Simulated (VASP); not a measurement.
**Rb2CaAlF6: single point with PBE**

Crystal: Rb2CaAlF6.

```
Al F Rb Ca
1.0
     0.00000    4.44162    4.44162
     4.44162    0.00000    4.44162
     4.44162    4.44162    0.00000
Al F Rb Ca
1 6 2 1
Cartesian
  0.0000 0.0000 0.0000
  1.9161 4.4416 4.4416
  4.4416 1.9161 4.4416
  6.9671 4.4416 4.4416
  4.4416 6.9671 4.4416
  4.4416 4.4416 1.9161
  4.4416 4.4416 6.9671
  2.2208 2.2208 2.2208
  6.6624 6.6624 6.6624
  4.4416 4.4416 4.4416
```

```yaml
Program: VASP 6.6.1
Task: single point
Functional: PBE
Potentials_or_basis: VASP PAW PBE potentials, release 64 (Al, F, Rb_sv, Ca_sv)
Cutoff: 520 eV
k_mesh: 4 × 4 × 4
Occupations: fermi-dirac, width 0.0821 eV
Spin: no spin polarisation
Dipole_correction: no
Further_INCAR_settings: ALGO = Normal; EDIFF = 1e-06; NBANDS = 48
```

The pressure is -2.1 GPa and the largest force is 0.071 eV/Å. The band gap on the k mesh is zero (an odd number of electrons rules out a gap without spin polarisation).

Forces on the atoms (eV/Å):
```
Al   0.000  0.000  0.000
F   -0.071  0.000  0.000
F    0.000 -0.071  0.000
F    0.071  0.000  0.000
F    0.000  0.071  0.000
F    0.000  0.000 -0.071
F    0.000  0.000  0.071
Rb   0.000  0.000  0.000
Rb   0.000  0.000  0.000
Ca   0.000  0.000  0.000
```

Levels at points of the mesh, in eV from the Fermi level:
```tsv
k point	band 33	band 34	band 35	band 36	band 37	band 38	band 39	band 40
(0.00, 0.00, 0.00)	-7.91	-7.49	-7.49	-7.49	-1.70	0.38	0.38	0.38
(0.50, 0.00, 0.00)	-7.93	-7.61	-7.61	-7.58	0.18	0.39	0.42	0.42
(0.50, 0.50, 0.00)	-8.02	-7.76	-7.76	-7.50	0.21	0.45	0.47	0.47
```

Wall time 86 s on 1 thread of AMD EPYC 7R43 64-Core Processor (Zen 3), on a shared host, peak memory 0.31 GiB.

Caveat: an odd number of electrons without spin polarisation forces a metal; a magnetic or distorted state may lie lower.
